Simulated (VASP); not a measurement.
A run of VASP 6.6.1 is set up as follows.

POSCAR

```
KRb2BrF6
1.0
    0.0000000000      4.6423440125      4.6423440125
    4.6423440125      0.0000000000      4.6423440125
    4.6423440125      4.6423440125      0.0000000000
F K Rb Br
6 1 2 1
Direct
    0.7648144268      0.2351855732      0.2351855732
    0.2351855732      0.7648144268      0.2351855732
    0.2351855732      0.7648144268      0.7648144268
    0.7648144268      0.2351855732      0.7648144268
    0.2351855732      0.2351855732      0.7648144268
    0.7648144268      0.7648144268      0.2351855732
    0.5000000000      0.5000000000      0.5000000000
    0.2500000000      0.2500000000      0.2500000000
    0.7500000000      0.7500000000      0.7500000000
    0.0000000000      0.0000000000      0.0000000000
```

Contents of INCAR.step1:

```
PREC = Accurate
ENCUT = 520
ISMEAR = -1
SIGMA = 0.1
LREAL = F
LASPH = T
NELM = 60
NBANDS = 49
GGA = PE
ALGO = Normal
EDIFF = 1E-4
LWAVE = T
LCHARG = F
```

The input INCAR.step2:

```
PREC = Accurate
ENCUT = 520
EDIFF = 1E-6
ISMEAR = -1
SIGMA = 0.1
LREAL = F
LASPH = T
NELM = 60
ALGO = Normal
ISIF = 2
LWAVE = F
LCHARG = T
METAGGA = R2SCAN
LMIXTAU = T
LELF = T
LVHAR = T
NBANDS = 49
ISTART = 1
```

Contents of KPOINTS:

```
Automatic mesh
0
Gamma
  6 6 6
```

Potentials or basis: VASP PAW PBE potentials, release 64 (F, K_sv, Rb_sv, Br).

Launch:

```sh
$ cat potpaw_PBE.64/F/POTCAR potpaw_PBE.64/K_sv/POTCAR potpaw_PBE.64/Rb_sv/POTCAR potpaw_PBE.64/Br/POTCAR > POTCAR
$ cp INCAR.step1 INCAR
$ mpirun -np 1 vasp_std > vasp.out
$ cp INCAR.step2 INCAR
$ mpirun -np 1 vasp_std > vasp.out
```

(1) Predict the band gap on the k mesh.

(2) What does it give for the largest force?

(3) What does it give for the pressure?

## Answers

(1) zero (band 38 reaches 0.07 eV, above the bottom of band 39 at -0.07 eV).

(2) 0.007 eV/Å.

(3) -0.1 GPa.

Caveat: the PAW data sets were made with another functional, which shifts forces and pressure a little.
